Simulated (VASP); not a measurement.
**Ir: single point with PBE**

Ir:

```
Ir
1.0
    -2.42659    2.42659    1.37668
     2.42659   -2.42659    1.37668
     2.42659    2.42659   -1.37668
Ir
2
Direct
  0.00000 0.00000 0.00000
  0.75000 0.25000 0.50000
```

```yaml
Program: VASP 6.6.1
Task: single point
Functional: PBE
Potentials_or_basis: VASP PAW PBE potentials, release 64 (Ir)
Cutoff: 520 eV
k_mesh: 22 × 22 × 22
Occupations: gaussian, width 0.1 eV
Spin: no spin polarisation
Dipole_correction: no
Further_INCAR_settings: ALGO = Fast; EDIFF = 1e-07; NBANDS = 16
```

```
Pressure               : 0.3 GPa
Band gap on the k mesh : zero (bands 9 and 10 overlap by 2.70 eV)
```

Stress tensor (GPa, compression positive):
```
0.31 0.00 0.00
0.00 0.31 0.00
0.00 0.00 0.18
```

Levels at points of the mesh, in eV from the Fermi level:
| k point | band 5 | band 6 | band 7 | band 8 | band 9 | band 10 | band 11 | band 12 | band 13 | band 14 |
| --- | --- | --- | --- | --- | --- | --- | --- | --- | --- | --- |
| (0.00, 0.00, 0.00) | -4.09 | -1.15 | -1.15 | -1.06 | -1.06 | 1.47 | 2.71 | 5.54 | 5.54 | 13.11 |
| (0.50, 0.00, 0.00) | -2.64 | -2.18 | -1.67 | -0.59 | 0.49 | 0.76 | 2.61 | 4.90 | 6.84 | 8.34 |
| (0.50, 0.50, 0.00) | -3.62 | -3.62 | -1.97 | -1.97 | 0.10 | 0.10 | 0.60 | 0.60 | 12.68 | 12.68 |
| (0.50, 0.50, 0.50) | -1.45 | -1.45 | -0.78 | -0.78 | -0.72 | -0.72 | -0.64 | -0.64 | 6.15 | 6.15 |

Wall time 4.2 min on 1 thread of Intel(R) Xeon(R) 6975P-C (Granite Rapids), on a shared host, peak memory 0.46 GiB.

Caveat: spin-orbit coupling is left out, which moves the levels of the heavy elements.
